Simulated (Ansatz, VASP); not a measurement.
# One calculation of K, two programs

INCAR

```
PREC     = Accurate       # precision mode
ENCUT    = 520            # plane-wave cutoff, eV
EDIFF    = 1E-6           # SCF threshold, eV
ISMEAR   = -1             # smearing method
SIGMA    = 0.1            # smearing width, eV
LREAL    = F              # projectors in reciprocal space
LASPH    = T              # aspherical terms in the spheres
NELM     = 80             # most SCF steps
ALGO     = Normal         # electronic algorithm
ISIF     = 2              # what is computed and relaxed
LWAVE    = F              # write WAVECAR
LCHARG   = F              # write CHGCAR
GGA      = PE             # functional
NBANDS   = 10             # bands
```

The input KPOINTS:

```
Automatic mesh
0
Gamma
  9 9 9
```

POSCAR

```
K
1.0
   -2.6417142217      2.6417142217      2.6417142217
    2.6417142217     -2.6417142217      2.6417142217
    2.6417142217      2.6417142217     -2.6417142217
K
1
Direct
    0.0000000000      0.0000000000      0.0000000000
```

Input for Ansatz:

```yaml
crystal:
  lattice:
    - [-2.6417142217, 2.6417142217, 2.6417142217]
    - [2.6417142217, -2.6417142217, 2.6417142217]
    - [2.6417142217, 2.6417142217, -2.6417142217]
  atoms:
    - { symbol: K, position: [0.0, 0.0, 0.0] }
hamiltonian:
  xc: pbe
  pseudopotentials:
    kind: paw
    azcp:
      K: "pseudopotentials/K.paw.azcp"
basis:
  ecutwfc: 500
  fft_grid_basis: typed
kpoints:
  mp_grid: { grid: [9, 9, 9], shift: [0, 0, 0] }
magnetization:
  spin_polarized: false
scf:
  occupations: { method: fermi_dirac, width: 0.1 }
  lower_state_search: "off"
output:
  stress: true
  write_density: true
  write_potential: true
  elf: true
  volumetric_format: npy
```

Alike in both runs: task single point; functional PBE; k mesh 9 × 9 × 9; occupations fermi-dirac, width 0.1 eV; no spin polarisation.

```csv
,VASP,Ansatz
version,VASP 6.6.1,Ansatz 0.2.0
potentials or method,"VASP PAW PBE potentials, release 64 (K_sv), cutoff 520 eV","plane waves (500 eV) with PAW, scalar-relativistic"
valence electrons in the cell,9,9
```

|  | VASP | Ansatz | Ansatz less VASP |
| --- | --- | --- | --- |
| pressure (GPa) | 0.0 | 0.0 | +0.01 |
